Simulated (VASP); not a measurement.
# Si3S2 (P-3m1) in VASP: relaxation of cell and atoms with PBE

Aim: the relaxation of cell and atoms of Si3S2 with PBE.

Program: VASP 6.6.1. These are calculated values, not measurements. Logs are shortened: lines on timing, memory, paths and dates and some standing lists are left out, and cuts for length are marked.

## Step 1: The cell of the first run

It takes space group P-3m1 (No. 164, trigonal). Conventional cell: a = 4.229 Å, b = 4.229 Å, c = 5.546 Å, α = 90.00°, β = 90.00°, γ = 120.00°. Within 3.6 Å of Si (site symmetry -3m) lie 6 Si at 2.74 Å and 6 S at 3.14 Å. Within 3.1 Å of Si (site symmetry 3m) lie 4 S at 2.32 to 2.55 Å and 3 Si at 2.74 Å. S (site symmetry 3m) has 8 Si at 2.32 to 3.22 Å and 3 S at 2.92 Å within 3.3 Å.

## Step 2: Relaxation of cell and atoms, PBE

The input, INCAR:

```
PREC     = Accurate       # precision mode
ENCUT    = 600            # plane-wave cutoff, eV
EDIFF    = 1E-6           # SCF threshold, eV
ISMEAR   = 0              # smearing method
SIGMA    = 0.1            # smearing width, eV
LREAL    = F              # projectors in reciprocal space
LASPH    = T              # aspherical terms in the spheres
NELM     = 100            # most SCF steps
ALGO     = Normal         # electronic algorithm
ISIF     = 3              # what is computed and relaxed
LWAVE    = F              # write WAVECAR
LCHARG   = F              # write CHGCAR
GGA      = PE             # functional
IBRION   = 2              # ionic algorithm
NSW      = 100            # ionic steps
EDIFFG   = -0.01          # ionic threshold
```

The input, KPOINTS:

```
regular mesh
0
Gamma
  12 12 6
```

The input, POSCAR:

```
Si3S2
1.0
    4.2294851707      0.0000000000      0.0000000000
   -2.1147425853      3.6628416027      0.0000000000
    0.0000000000      0.0000000000      5.5459083727
Si S
3 2
Direct
    0.0000000000      0.0000000000      0.0000000000
    0.3333333333      0.6666666667      0.7740772963
    0.6666666667      0.3333333333      0.2259227037
    0.3333333333      0.6666666667      0.3554851275
    0.6666666667      0.3333333333      0.6445148725
```

Potentials or basis: VASP PAW PBE potentials, release 64 (Si, S).

The run is started by

```
> cat potpaw_PBE.64/Si/POTCAR potpaw_PBE.64/S/POTCAR > POTCAR
> mpirun -np 1 vasp_std > vasp.out
```

OUTCAR:

```text
PREC = Accurate
   ENCUT = 600
   EDIFF = 1E-6
   ISMEAR = 0
   LREAL = F
   LASPH = T
   NELM = 100
   ISIF = 3
   GGA = PE
   IBRION = 2
   NSW = 100
   EDIFFG = -0.01

 ion  position               nearest neighbor table
   1  0.000  0.000  0.000-   2 2.74   3 2.74   2 2.74   3 2.74   3 2.74   2 2.74
   2  0.333  0.667  0.774-   4 2.32   5 2.55   5 2.55   5 2.55   1 2.74   1 2.74   1 2.74
   3  0.667  0.333  0.226-   5 2.32   4 2.55   4 2.55   4 2.55   1 2.74   1 2.74   1 2.74
   4  0.333  0.667  0.355-   2 2.32   3 2.55   3 2.55   3 2.55
   5  0.667  0.333  0.645-   3 2.32   2 2.55   2 2.55   2 2.55

  LATTYP: Found a hexagonal cell.
 ALAT       =     4.2294851707
 C/A-ratio  =     1.3112490407

  Lattice vectors:

 A1 = (   4.2294851707,   0.0000000000,   0.0000000000)
 A2 = (  -2.1147425853,   3.6628416027,   0.0000000000)
 A3 = (   0.0000000000,   0.0000000000,   5.5459083727)

Analysis of symmetry for initial positions (statically):
=====================================================================
 Subroutine PRICEL returns:
 Original cell was already a primitive cell.

 Routine SETGRP: Setting up the symmetry group for a
 hexagonal supercell.

 Subroutine GETGRP returns: Found 12 space group operations
 (whereof 12 operations were pure point group operations)
 out of a pool of 24 trial point group operations.

The static configuration has the point symmetry D_3d.

Analysis of symmetry for dynamics (positions and initial velocities):
=====================================================================
 Subroutine PRICEL returns:
 Original cell was already a primitive cell.

 Routine SETGRP: Setting up the symmetry group for a
 hexagonal supercell.

 Subroutine GETGRP returns: Found 12 space group operations
 (whereof 12 operations were pure point group operations)
 out of a pool of 24 trial point group operations.

The dynamic configuration has the point symmetry D_3d.

 Subroutine INISYM returns: Found 12 space group operations
 (whereof 12 operations are pure point group operations),
 and found     1 'primitive' translations

----------------------------------------------------------------------------------------

                                     Primitive cell

  volume of cell :      85.9168

  direct lattice vectors                    reciprocal lattice vectors
     4.229485171  0.000000000  0.000000000     0.236435396  0.136506039  0.000000000
    -2.114742585  3.662841603  0.000000000     0.000000000  0.273012079  0.000000000
     0.000000000  0.000000000  5.545908373     0.000000000  0.000000000  0.180313112

  length of vectors
     4.229485171  4.229485171  5.545908373     0.273012079  0.273012079  0.180313112

  position of ions in fractional coordinates (direct lattice)
     0.000000000  0.000000000  0.000000000
     0.333333333  0.666666667  0.774077296
     0.666666667  0.333333333  0.225922704
     0.333333333  0.666666667  0.355485128
     0.666666667  0.333333333  0.644514872

  ion indices of the primitive-cell ions
   primitive index   ion index
                 1           1
                 2           2
                 3           3
                 4           4
                 5           5

----------------------------------------------------------------------------------------

 KPOINTS: regular mesh

Automatic generation of k-mesh.
 Grid dimensions read from file:
 generate k-points for:   12   12    6

 Generating k-lattice:

  Cartesian coordinates                     Fractional coordinates (reciprocal lattice)
     0.019702950  0.011375503  0.000000000     0.083333333  0.000000000  0.000000000
     0.000000000  0.022751007  0.000000000     0.000000000  0.083333333  0.000000000
     0.000000000  0.000000000  0.030052185     0.000000000  0.000000000  0.166666667

  Length of vectors
     0.022751007  0.022751007  0.030052185

  Shift w.r.t. Gamma in fractional coordinates (k-lattice)
     0.000000000  0.000000000  0.000000000

 Subroutine IBZKPT returns following result:
 ===========================================

 Found    100 irreducible k-points:

 Following reciprocal coordinates:
            Coordinates               Weight
  0.000000  0.000000  0.000000      1.000000
  0.083333 -0.000000  0.000000      6.000000
  0.166667 -0.000000  0.000000      6.000000
  0.250000 -0.000000  0.000000      6.000000
  0.333333  0.000000  0.000000      6.000000
  0.416667 -0.000000  0.000000      6.000000
[... 16 lines left out ...]
  0.166667 -0.000000  0.166667      6.000000
  0.000000  0.166667  0.166667      6.000000
 [... further k-points ...]
   k-points           NKPTS =    100   k-points in BZ     NKDIM =    100   number of bands    NBANDS=     16
   number of dos      NEDOS =    301   number of ions     NIONS =      5
   total plane-waves  NPLWV =  62208
   dimension x,y,z NGX =    36 NGY =   36 NGZ =   48
   dimension x,y,z NGXF=    72 NGYF=   72 NGZF=   96
   ions per type =               3   2
   NGX,Y,Z   is equivalent  to a cutoff of  14.15, 14.15, 14.39 a.u.
   NGXF,Y,Z  is equivalent  to a cutoff of  28.30, 28.30, 28.78 a.u.
 SYSTEM =  unknown system
   PREC   = accura    normal or accurate (medium, high low for compatibility)
   ISTART =      0    job   : 0-new  1-cont  2-samecut
   ICHARG =      2    charge: 1-file 2-atom 10-const
   ISPIN  =      1    spin polarized calculation?
   LNONCOLLINEAR =      F non collinear calculations
   LSORBIT =      F    spin-orbit coupling
   LASPH  =      T    aspherical Exc in radial PAW
   ENCUT  =  600.0 eV  44.10 Ry    6.64 a.u.   8.45  8.45 11.08*2*pi/ulx,y,z
   NELM   =    100;   NELMIN=  2; NELMDL= -5     # of ELM steps
   EDIFF  = 0.1E-05   stopping-criterion for ELM
   LREAL  =      F    real-space projection
   EDIFFG = -.1E-01   stopping-criterion for IOM
   NSW    =    100    number of steps for IOM
   IBRION =      2    ionic relax: 0-MD 1-quasi-New 2-CG
   NFREE  =      1    steps in history (QN), initial steepest desc. (CG)
   ISIF   =      3    stress and relaxation
   ISYM   =      2    0-nonsym 1-usesym 2-fastsym
   POTIM  = 0.5000    time-step for ionic-motion
   TEBEG  =    0.0;   TEEND  =   0.0 temperature during run
   PSTRESS=    0.0 pullay stress
   NELECT =      24.0000    total number of electrons
   NUPDOWN=      -1.0000    fix difference up-down
   EMIN   =  10.00;   EMAX   =-10.00  energy-range for DOS
   EFERMI =   0.00;   METHOD = LEGACY
   ISMEAR =     0;   SIGMA  =   0.10  broadening in eV -4-tet -1-fermi 0-gaus
   EFERMI_NEDOS =   21; number of points for ismear=-14 and -15
   IALGO  =     38    algorithm
   IMIX   =      4    mixing-type and parameters
     AMIX     =   0.40;   BMIX     =  1.00
     AMIX_MAG =   1.60;   BMIX_MAG =  1.00
  volume/ion in A,a.u.               =      17.18       115.96
  Fermi-wavevector in a.u.,A,eV,Ry     =   1.070169  2.022327 15.582238  1.145262
  Thomas-Fermi vector in A             =   2.205871
   LORBIT       =      0    0 simple, 1 ext, 2 COOP (PROOUT), +10 PAW based schemes
   GGA     = PE    functional components
   LHFCALC =     F    Hartree Fock is set to
   AEXX    =    0.0000 exact exchange contribution
   IVDW    =     0    specifies the selected vdW correction
   LEPSILON=     F    determine dielectric tensor
   LRPA    =     F    only Hartree local field effects (RPA)
 conjugate gradient relaxation of ions
 non-spin polarized calculation
 Gauss-broadening in eV      SIGMA  =   0.10
  energy-cutoff  :      600.00
  volume of cell :       85.92
 maximum number of plane-waves:      2914
 NGX is ok and might be reduce to    36
   NGX = 17   NGY = 17   NGZ = 23

--------------------------------------- Ionic step        1  -------------------------------------------

 number of electron      23.9999999 magnetization

 Free energy of the ion-electron system (eV)
  ---------------------------------------------------
  ext. energy  EPLUGINS =         0.00000000
  ---------------------------------------------------
  free energy    TOTEN  =       -22.44354492 eV

  energy without entropy =      -22.43286886  energy(sigma->0) =      -22.43820689

------------------------ aborting loop because EDIFF is reached ----------------------------------------

  FORCE on cell =-STRESS in cart. coord.  units (eV):
  Direction    XX          YY          ZZ          XY          YZ          ZX
  --------------------------------------------------------------------------------------
  -------------------------------------------------------------------------------------
  Total        0.0890799      0.0890799     -0.5432336      0.0000000      0.0000000      0.0000000
  in kB        1.6611624      1.6611624    -10.1302199      0.0000000      0.0000000      0.0000000
  external PRESSURE =      -2.2692984 kB  Pullay stress =       0.0000000 kB
[... 258 lines left out ...]
  energy  without entropy=      -22.4373965712  energy(sigma->0) =      -22.44246963

--------------------------------------- Ionic step        8  -------------------------------------------

 number of electron      24.0000000 magnetization

 Free energy of the ion-electron system (eV)
  ---------------------------------------------------
  ext. energy  EPLUGINS =         0.00000000
  ---------------------------------------------------
  free energy    TOTEN  =       -22.44755507 eV

  energy without entropy =      -22.43742372  energy(sigma->0) =      -22.44248939

 E-fermi :   7.5564     XC(G=0): -10.3786

 val. band max:        7.5542047656   @ k =   0.0000   0.0833   0.1667
 cond. band min:       7.5898528601   @ k =   0.0833  -0.0000   0.0000
 fundamental gap:      0.0356480945
 Fermi energy:         7.5563952893

 k-point     1 :       0.0000    0.0000    0.0000
  band No.  band energies     occupation
      1      -8.3674      2.00000
      2      -5.0866      2.00000
      3      -1.9417      2.00000
      4      -0.2648      2.00000
      5       2.2529      2.00000
      6       2.2529      2.00000
[... 8 lines left out ...]
     15       8.8024      0.00000
     16       9.4932      0.00000
[... 420 lines left out ...]
  band No.  band energies     occupation
      1      -8.1063      2.00000
      2      -5.3053      2.00000
      3      -2.1145      2.00000
      4      -0.0379      2.00000
      5       1.9529      2.00000
      6       2.2914      2.00000
[... 8 lines left out ...]
     15       8.6777      0.00000
     16       9.8801      0.00000

 [... further k-points ...]

------------------------ aborting loop because EDIFF is reached ----------------------------------------

  FORCE on cell =-STRESS in cart. coord.  units (eV):
  Direction    XX          YY          ZZ          XY          YZ          ZX
  --------------------------------------------------------------------------------------
  -------------------------------------------------------------------------------------
  Total        0.0129343      0.0129343      0.0229949      0.0000000      0.0000000      0.0000000
  in kB        0.2408570      0.2408570      0.4281996      0.0000000      0.0000000      0.0000000
  external PRESSURE =       0.3033046 kB  Pullay stress =       0.0000000 kB
[... 20 lines left out ...]
  FREE ENERGIE OF THE ION-ELECTRON SYSTEM (eV)
  ---------------------------------------------------
  free  energy   TOTEN  =       -22.4475550655 eV

  energy  without entropy=      -22.4374237179  energy(sigma->0) =      -22.44248939

 reached required accuracy - stopping structural energy minimisation
```

It took 7.1 min on 1 thread of AMD EPYC 7R13 (Zen 3), shared host; peak memory 0.3 GiB.

What came out:

- Free energy: -22.4476 eV
- Relaxed volume: 17.21 Å³/atom
- Relaxed cell: a = 4.257 Å, b = 4.257 Å, c = 5.483 Å, α = 90.00°, β = 90.00°, γ = 120.00°
- Space group after relaxing (to 0.1 Å): P-3m1 (No. 164)
- Energy gained by relaxing: 0.8 meV/atom
- Ionic steps: 8
- Pressure after relaxing: 0.0 GPa
- Band gap on the k mesh: zero (bands 12 and 13 overlap by 2.12 eV)

Forces on the atoms (eV/Å):
```
Si   0.000  0.000  0.000
Si   0.000  0.000 -0.003
Si   0.000  0.000  0.003
S    0.000  0.000 -0.002
S    0.000  0.000  0.002
```

The path:
```tsv
step	energy change (eV)	largest force (eV/Å)	pressure (GPa)	volume (Å³)
1	0.0000	0.0742	-0.23	85.92
2	-0.0024	0.0117	0.18	85.61
3	-0.0026	0.0347	0.29	85.54
4	-0.0034	0.0410	0.10	85.85
5	-0.0037	0.0473	-0.06	86.13
6	-0.0039	0.0219	-0.04	86.10
7	-0.0040	0.0125	-0.02	86.07
8	-0.0040	0.0026	0.03	86.04
```

Final structure:
```
Si S
1.0
     4.25657    0.00000    0.00000
    -2.12829    3.68630    0.00000
     0.00000    0.00000    5.48333
Si S
3 2
Direct
  0.00000 0.00000 0.00000
  0.33333 0.66667 0.77293
  0.66667 0.33333 0.22707
  0.33333 0.66667 0.35494
  0.66667 0.33333 0.64506
```

The gap in the log of VASP goes by the Fermi energy; the results here count the filled bands.